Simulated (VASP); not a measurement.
# Lu2SiNF2 (P-4m2) in VASP: further runs

The runs below take Lu2SiNF2 through single point, with PBE.

Program: VASP 6.6.1. These are calculated values, not measurements. Logs are shortened: lines on timing, memory, paths and dates and some standing lists are left out, and cuts for length are marked.

## (1) The cell of the first run

Symmetry: P-4m2, No. 115, tetragonal system. Conventional cell: a = 3.256 Å, b = 3.256 Å, c = 7.711 Å, α = 90.00°, β = 90.00°, γ = 90.00°. Within 3.2 Å of Lu (site symmetry 2mm) lie 5 F at 2.44 to 2.53 Å and 2 Si at 2.66 Å and 2 N at 2.66 Å. Si (site symmetry -4m2) has 4 N at 2.30 Å and 4 Lu at 2.66 Å within 3.0 Å. Within 3.0 Å of N (site symmetry -4m2) lie 4 Si at 2.30 Å and 4 Lu at 2.66 Å. F (site symmetry 2mm) has 5 Lu at 2.44 to 2.53 Å and 4 F at 2.69 Å within 3.2 Å.

## (2) Single point, PBE

INCAR

```
PREC = Accurate
ENCUT = 520
EDIFF = 1E-7
ISMEAR = 0
SIGMA = 0.1
LREAL = F
LASPH = T
NELM = 100
ALGO = Normal
ISIF = 2
LWAVE = F
LCHARG = F
GGA = PE
NBANDS = 46
```

KPOINTS

```
Automatic mesh
0
Gamma
  4 4 4
```

POSCAR

```
Lu2SiNF2
1.0
    3.2563800470      0.0000000000      0.0000000000
    0.0000000000      3.2563800470      0.0000000000
    0.0000000000      0.0000000000      7.7111800356
Lu Si N F
2 1 1 2
Direct
    0.5000000000      0.0000000000      0.2731177080
    0.0000000000      0.5000000000      0.7268822920
    0.0000000000      0.0000000000      0.0000000000
    0.5000000000      0.5000000000      0.0000000000
    0.5000000000      0.0000000000      0.5898645823
    0.0000000000      0.5000000000      0.4101354177
```

Potentials or basis: VASP PAW PBE potentials, release 64 (Lu, Si, N, F).

Launch:

```
cat potpaw_PBE.64/Lu/POTCAR potpaw_PBE.64/Si/POTCAR potpaw_PBE.64/N/POTCAR potpaw_PBE.64/F/POTCAR > POTCAR
mpirun -np 1 vasp_std > vasp.out
```

OUTCAR:

```text
PREC = Accurate
   ENCUT = 520
   EDIFF = 1E-7
   ISMEAR = 0
   LREAL = F
   LASPH = T
   NELM = 100
   ISIF = 2
   GGA = PE

 ion  position               nearest neighbor table
   1  0.500  0.000  0.273-   5 2.44   6 2.53   6 2.53   6 2.53   6 2.53   3 2.66   3 2.66   4 2.66
                             4 2.66
   2  0.000  0.500  0.727-   6 2.44   5 2.53   5 2.53   5 2.53   5 2.53   3 2.66   4 2.66   4 2.66
                             3 2.66
   3  0.000  0.000  0.000-   4 2.30   4 2.30   4 2.30   4 2.30   2 2.66   1 2.66   1 2.66   2 2.66

   4  0.500  0.500  0.000-   3 2.30   3 2.30   3 2.30   3 2.30   2 2.66   2 2.66   1 2.66   1 2.66

   5  0.500  0.000  0.590-   1 2.44   2 2.53   2 2.53   2 2.53   2 2.53
   6  0.000  0.500  0.410-   2 2.44   1 2.53   1 2.53   1 2.53   1 2.53

  LATTYP: Found a simple tetragonal cell.
 ALAT       =     3.2563800470
 C/A-ratio  =     2.3680221363

  Lattice vectors:

 A1 = (   3.2563800470,   0.0000000000,   0.0000000000)
 A2 = (   0.0000000000,   3.2563800470,   0.0000000000)
 A3 = (   0.0000000000,   0.0000000000,   7.7111800356)

Analysis of symmetry for initial positions (statically):
=====================================================================
 Subroutine PRICEL returns:
 Original cell was already a primitive cell.

 Routine SETGRP: Setting up the symmetry group for a
 simple tetragonal supercell.

 Subroutine GETGRP returns: Found  8 space group operations
 (whereof  8 operations were pure point group operations)
 out of a pool of 16 trial point group operations.

The static configuration has the point symmetry D_2d.

Analysis of symmetry for dynamics (positions and initial velocities):
=====================================================================
 Subroutine PRICEL returns:
 Original cell was already a primitive cell.

 Routine SETGRP: Setting up the symmetry group for a
 simple tetragonal supercell.

 Subroutine GETGRP returns: Found  8 space group operations
 (whereof  8 operations were pure point group operations)
 out of a pool of 16 trial point group operations.

The dynamic configuration has the point symmetry D_2d.

 Subroutine INISYM returns: Found  8 space group operations
 (whereof  8 operations are pure point group operations),
 and found     1 'primitive' translations

----------------------------------------------------------------------------------------

                                     Primitive cell

  volume of cell :      81.7694

  direct lattice vectors                    reciprocal lattice vectors
     3.256380047  0.000000000  0.000000000     0.307089463  0.000000000  0.000000000
     0.000000000  3.256380047  0.000000000     0.000000000  0.307089463  0.000000000
     0.000000000  0.000000000  7.711180036     0.000000000  0.000000000  0.129681838

  length of vectors
     3.256380047  3.256380047  7.711180036     0.307089463  0.307089463  0.129681838

  position of ions in fractional coordinates (direct lattice)
     0.500000000  0.000000000  0.273117708
     0.000000000  0.500000000  0.726882292
     0.000000000  0.000000000  0.000000000
     0.500000000  0.500000000  0.000000000
     0.500000000  0.000000000  0.589864582
     0.000000000  0.500000000  0.410135418

  ion indices of the primitive-cell ions
   primitive index   ion index
                 1           1
                 2           2
                 3           3
                 4           4
                 5           5
                 6           6

----------------------------------------------------------------------------------------

 KPOINTS: Automatic mesh

Automatic generation of k-mesh.
 Grid dimensions read from file:
 generate k-points for:    4    4    4

 Generating k-lattice:

  Cartesian coordinates                     Fractional coordinates (reciprocal lattice)
     0.076772366  0.000000000  0.000000000     0.250000000  0.000000000  0.000000000
     0.000000000  0.076772366  0.000000000     0.000000000  0.250000000  0.000000000
     0.000000000  0.000000000  0.032420459     0.000000000  0.000000000  0.250000000

  Length of vectors
     0.076772366  0.076772366  0.032420459

  Shift w.r.t. Gamma in fractional coordinates (k-lattice)
     0.000000000  0.000000000  0.000000000

 Subroutine IBZKPT returns following result:
 ===========================================

 Found     18 irreducible k-points:

 Following reciprocal coordinates:
            Coordinates               Weight
  0.000000  0.000000  0.000000      1.000000
  0.250000  0.000000  0.000000      4.000000
  0.500000  0.000000  0.000000      2.000000
  0.250000  0.250000  0.000000      4.000000
  0.500000  0.250000  0.000000      4.000000
  0.500000  0.500000  0.000000      1.000000
[... 10 lines left out ...]
  0.500000  0.250000  0.500000      4.000000
  0.500000  0.500000  0.500000      1.000000
   k-points           NKPTS =     18   k-points in BZ     NKDIM =     18   number of bands    NBANDS=     46
   number of dos      NEDOS =    301   number of ions     NIONS =      6
   total plane-waves  NPLWV =  34560
   dimension x,y,z NGX =    24 NGY =   24 NGZ =   60
   dimension x,y,z NGXF=    48 NGYF=   48 NGZF=  120
   ions per type =               2   1   1   2
   NGX,Y,Z   is equivalent  to a cutoff of  12.25, 12.25, 12.94 a.u.
   NGXF,Y,Z  is equivalent  to a cutoff of  24.51, 24.51, 25.87 a.u.
 SYSTEM =  unknown system
   PREC   = accura    normal or accurate (medium, high low for compatibility)
   ISTART =      0    job   : 0-new  1-cont  2-samecut
   ICHARG =      2    charge: 1-file 2-atom 10-const
   ISPIN  =      1    spin polarized calculation?
   LNONCOLLINEAR =      F non collinear calculations
   LSORBIT =      F    spin-orbit coupling
   LASPH  =      T    aspherical Exc in radial PAW
   ENCUT  =  520.0 eV  38.22 Ry    6.18 a.u.   6.05  6.05 14.34*2*pi/ulx,y,z
   NELM   =    100;   NELMIN=  2; NELMDL= -5     # of ELM steps
   EDIFF  = 0.1E-06   stopping-criterion for ELM
   LREAL  =      F    real-space projection
   EDIFFG = 0.1E-05   stopping-criterion for IOM
   NSW    =      0    number of steps for IOM
   IBRION =     -1    ionic relax: 0-MD 1-quasi-New 2-CG
   NFREE  =      0    steps in history (QN), initial steepest desc. (CG)
   ISIF   =      2    stress and relaxation
   ISYM   =      2    0-nonsym 1-usesym 2-fastsym
   POTIM  = 0.5000    time-step for ionic-motion
   TEBEG  =    0.0;   TEEND  =   0.0 temperature during run
   PSTRESS=    0.0 pullay stress
   NELECT =      73.0000    total number of electrons
   NUPDOWN=      -1.0000    fix difference up-down
   EMIN   =  10.00;   EMAX   =-10.00  energy-range for DOS
   EFERMI =   0.00;   METHOD = LEGACY
   ISMEAR =     0;   SIGMA  =   0.10  broadening in eV -4-tet -1-fermi 0-gaus
   EFERMI_NEDOS =   21; number of points for ismear=-14 and -15
   IALGO  =     38    algorithm
   IMIX   =      4    mixing-type and parameters
     AMIX     =   0.40;   BMIX     =  1.00
     AMIX_MAG =   1.60;   BMIX_MAG =  1.00
  volume/ion in A,a.u.               =      13.63        91.97
  Fermi-wavevector in a.u.,A,eV,Ry     =   1.576348  2.978866 33.808752  2.484873
  Thomas-Fermi vector in A             =   2.677195
   LORBIT       =      0    0 simple, 1 ext, 2 COOP (PROOUT), +10 PAW based schemes
   GGA     = PE    functional components
   LHFCALC =     F    Hartree Fock is set to
   AEXX    =    0.0000 exact exchange contribution
   IVDW    =     0    specifies the selected vdW correction
   LEPSILON=     F    determine dielectric tensor
   LRPA    =     F    only Hartree local field effects (RPA)
 non-spin polarized calculation
 Gauss-broadening in eV      SIGMA  =   0.10
  energy-cutoff  :      520.00
  volume of cell :       81.77
 maximum number of plane-waves:      2248
   NGX = 13   NGY = 13   NGZ = 29

 number of electron      73.0000028 magnetization

 Free energy of the ion-electron system (eV)
  ---------------------------------------------------
  ext. energy  EPLUGINS =         0.00000000
  ---------------------------------------------------
  free energy    TOTEN  =       -35.75815027 eV

  energy without entropy =      -35.75053796  energy(sigma->0) =      -35.75434412

 E-fermi :   6.1462     XC(G=0): -11.6194

 val. band max:        6.1444343748   @ k =   0.0000   0.0000   0.5000
 cond. band min:       6.1550850998   @ k =   0.0000   0.0000   0.5000
 fundamental gap:      0.0106507250
 Fermi energy:         6.1462419128

 k-point     1 :       0.0000    0.0000    0.0000
  band No.  band energies     occupation
      1     -51.0711      2.00000
      2     -51.0691      2.00000
      3     -22.4064      2.00000
      4     -21.8323      2.00000
      5     -21.6139      2.00000
      6     -21.6139      2.00000
[... 38 lines left out ...]
     45      10.6380      0.00000
     46      10.9228      0.00000

 k-point     2 :       0.2500    0.0000    0.0000
  band No.  band energies     occupation
      1     -51.0594      2.00000
      2     -51.0580      2.00000
      3     -22.3715      2.00000
      4     -22.0322      2.00000
      5     -21.8533      2.00000
      6     -21.8050      2.00000
[... 38 lines left out ...]
     45      10.3645      0.00000
     46      10.9958      0.00000

 k-point     3 :       0.5000    0.0000    0.0000
  band No.  band energies     occupation
      1     -51.0473      2.00000
      2     -51.0471      2.00000
      3     -22.4365      2.00000
      4     -22.4175      2.00000
      5     -21.8439      2.00000
      6     -21.8423      2.00000
[... 38 lines left out ...]
     45      10.4879      0.00000
     46      11.3327      0.00000

 k-point     4 :       0.2500    0.2500    0.0000
  band No.  band energies     occupation
      1     -51.0479      2.00000
      2     -51.0469      2.00000
      3     -22.2685      2.00000
      4     -22.0159      2.00000
      5     -21.8342      2.00000
      6     -21.8148      2.00000
[... 626 lines left out ...]
     45      10.0714      0.00000
     46      10.9825      0.00000

 k-point    17 :       0.5000    0.2500    0.5000
  band No.  band energies     occupation
      1     -51.0362      2.00000
      2     -51.0361      2.00000
      3     -22.2712      2.00000
      4     -22.2510      2.00000
      5     -21.8218      2.00000
      6     -21.8199      2.00000
[... 38 lines left out ...]
     45      10.3587      0.00000
     46      11.9931      0.00000

 k-point    18 :       0.5000    0.5000    0.5000
  band No.  band energies     occupation
      1     -51.0250      2.00000
      2     -51.0250      2.00000
      3     -22.0418      2.00000
      4     -22.0300      2.00000
      5     -22.0182      2.00000
      6     -22.0050      2.00000
[... 38 lines left out ...]
     45      12.7070      0.00000
     46      12.7070      0.00000

------------------------ aborting loop because EDIFF is reached ----------------------------------------

  FORCE on cell =-STRESS in cart. coord.  units (eV):
  Direction    XX          YY          ZZ          XY          YZ          ZX
  --------------------------------------------------------------------------------------
  -------------------------------------------------------------------------------------
  Total        0.0632994      0.0632994      0.2418071      0.0000000      0.0000000      0.0000000
  in kB        1.2402786      1.2402786      4.7379300      0.0000000      0.0000000      0.0000000
  external PRESSURE =       2.4061624 kB  Pullay stress =       0.0000000 kB

 VOLUME and BASIS-vectors are now :
 -----------------------------------------------------------------------------
  energy-cutoff  :      520.00
  volume of cell :       81.77
      direct lattice vectors                 reciprocal lattice vectors
     3.256380047  0.000000000  0.000000000     0.307089463  0.000000000  0.000000000
     0.000000000  3.256380047  0.000000000     0.000000000  0.307089463  0.000000000
     0.000000000  0.000000000  7.711180036     0.000000000  0.000000000  0.129681838

 POSITION                                       TOTAL-FORCE (eV/Angst)
 -----------------------------------------------------------------------------------
      1.62819      0.00000      2.10606         0.000000      0.000000      0.001286
      0.00000      1.62819      5.60512         0.000000     -0.000000     -0.001286
      0.00000      0.00000      0.00000         0.000000     -0.000000     -0.000000
      1.62819      1.62819      0.00000         0.000000     -0.000000     -0.000000
      1.62819      0.00000      4.54855        -0.000000      0.000000      0.006904
      0.00000      1.62819      3.16263        -0.000000     -0.000000     -0.006904
 -----------------------------------------------------------------------------------
    total drift:                                0.000000      0.000000     -0.000000

  FREE ENERGIE OF THE ION-ELECTRON SYSTEM (eV)
  ---------------------------------------------------
  free  energy   TOTEN  =       -35.7581502701 eV

  energy  without entropy=      -35.7505379629  energy(sigma->0) =      -35.75434412
```

It took 34 s on 1 thread of Intel Xeon 6975P-C (Granite Rapids), shared host; peak memory 0.22 GiB.

Results:

| Property | Result |
| --- | --- |
| Free energy | -35.7582 eV |
| Pressure | 0.2 GPa |
| Largest force | 0.007 eV/Å |

Forces on the atoms (eV/Å):
```
Lu   0.000  0.000  0.001
Lu   0.000  0.000 -0.001
Si   0.000  0.000  0.000
N    0.000  0.000  0.000
F    0.000  0.000  0.007
F    0.000  0.000 -0.007
```

Caveat: the k points lie up to 0.48 Å⁻¹ apart; spin-orbit coupling is left out, which moves the levels of the heavy elements; an odd number of electrons without spin polarisation forces a metal; a magnetic or distorted state may lie lower.

## (3) Single point, PBE

This run uses another cell than the first one, of 13.70 Å³/atom, 1.005 times its volume.

INCAR

```
SYSTEM = Lu2SiNF2
PREC = Accurate
ENCUT = 520
EDIFF = 1E-7
ISMEAR = 0
SIGMA = 0.1
LREAL = .FALSE.
LASPH = .TRUE.
NELM = 60
ALGO = Normal
ISIF = 2
LWAVE = .FALSE.
LCHARG = .FALSE.
GGA = PE
NBANDS = 46
```

KPOINTS

```
regular mesh
0
G
  6 6 2
  0 0 0
```

POSCAR

```
Lu2SiNF2
1.0
    3.2640514666      0.0000000000      0.0000000000
    0.0000000000      3.2640514666      0.0000000000
    0.0000000000      0.0000000000      7.7130014040
Lu Si N F
2 1 1 2
Direct
    0.5000000000      0.0000000000      0.2737268970
    0.0000000000      0.5000000000      0.7262731030
    0.0000000000      0.0000000000      0.0000000000
    0.5000000000      0.5000000000      0.0000000000
    0.5000000000      0.0000000000      0.5901030189
    0.0000000000      0.5000000000      0.4098969811
```

Potentials or basis: VASP PAW PBE potentials, release 64 (Lu, Si, N, F).

Launch:

```
cat potpaw_PBE.64/Lu/POTCAR potpaw_PBE.64/Si/POTCAR potpaw_PBE.64/N/POTCAR potpaw_PBE.64/F/POTCAR > POTCAR
mpirun -np 1 vasp_std > vasp.out
```

Wall time 34 s (1 thread of Intel Xeon 6975P-C (Granite Rapids), shared host); peak memory 0.23 GiB.

It converged, with:

| Property | Result |
| --- | --- |
| Free energy | -35.6911 eV |
| Pressure | 0.2 GPa |
| Largest force | 0.035 eV/Å |

Forces on the atoms (eV/Å):
```
Lu   0.000  0.000 -0.035
Lu   0.000  0.000  0.035
Si   0.000  0.000  0.000
N    0.000  0.000  0.000
F    0.000  0.000 -0.020
F    0.000  0.000  0.020
```

Stress tensor (GPa, compression positive):
```
0.27 0.00 0.00
0.00 0.27 0.00
0.00 0.00 0.05
```

Levels at points of the mesh, in eV from the Fermi level:
| k point | band 34 | band 35 | band 36 | band 37 | band 38 | band 39 |
| --- | --- | --- | --- | --- | --- | --- |
| (0.00, 0.00, 0.00) | -4.37 | -4.37 | -2.35 | -1.66 | -0.59 | -0.33 |
| (0.50, 0.00, 0.00) | -3.43 | -3.09 | -1.50 | -0.48 | 0.17 | 0.92 |
| (0.50, 0.50, 0.00) | -6.03 | -4.02 | -2.24 | 0.54 | 0.54 | 2.72 |
| (0.00, 0.00, 0.50) | -4.38 | -4.38 | -2.56 | -1.11 | -0.32 | -0.32 |
| (0.50, 0.00, 0.50) | -3.41 | -3.30 | -1.40 | -0.39 | 0.36 | 1.04 |
| (0.50, 0.50, 0.50) | -6.04 | -4.00 | -2.21 | 0.03 | 0.03 | 2.83 |

Caveat: the k points lie up to 0.41 Å⁻¹ apart; spin-orbit coupling is left out, which moves the levels of the heavy elements; an odd number of electrons without spin polarisation forces a metal; a magnetic or distorted state may lie lower.

[end of part 1 of 2]
